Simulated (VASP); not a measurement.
Runs of VASP 6.6.1 on Ru. The structure is that of space group P6_3/mmc (No. 194), or close to it. The cells are those of the table. 

```csv
task,level,U,cell,cutoff (eV),gap on the mesh (eV),pressure (GPa),largest force (eV/Å)
relaxation of cell and atoms,PBEsol,-,"relaxed from a = 2.706, b = 2.706, c = 4.282 Å, angles 90.0, 90.0, 120.0°, 2 atoms",600,none,0.0,0.01
single point,PBEsol+U,Ru d U = 6.0 eV,"a = 2.679, b = 2.679, c = 4.229 Å, angles 90.0, 90.0, 120.0°, 2 atoms",520,none,(a),-
relaxation of cell and atoms,PBEsol+U,Ru d U = 6.0 eV,"relaxed from a = 2.706, b = 2.706, c = 4.282 Å, angles 90.0, 90.0, 120.0°, 2 atoms",600,none,-1.0,0.08
single point,PBEsol,-,"a = 2.688, b = 2.688, c = 4.254 Å, angles 90.0, 90.0, 120.0°, 2 atoms",520,none,-0.1,-
```

Alike in all rows: potentials or basis VASP PAW PBE potentials, release 64 (Ru_pv); no spin polarisation; k mesh 9 × 9 × 5; smearing fermi-dirac 0.05 eV.

Task: Estimate the missing entries.

Result: (a) -6.0.

Caveats: the PAW data sets were made with another functional, which shifts forces and pressure a little; U without spin polarisation on a metal has little footing (some runs); the U is typed as a test and isn't derived for this compound (some runs); the relaxation stopped at a loose force limit of 0.1 eV/Å, so its end isn't a converged minimum (some runs).

A k mesh can miss the band edges, and the runs leave out spin-orbit coupling on Ru.

A gap of «none» marks levels without a gap at the run's occupations.
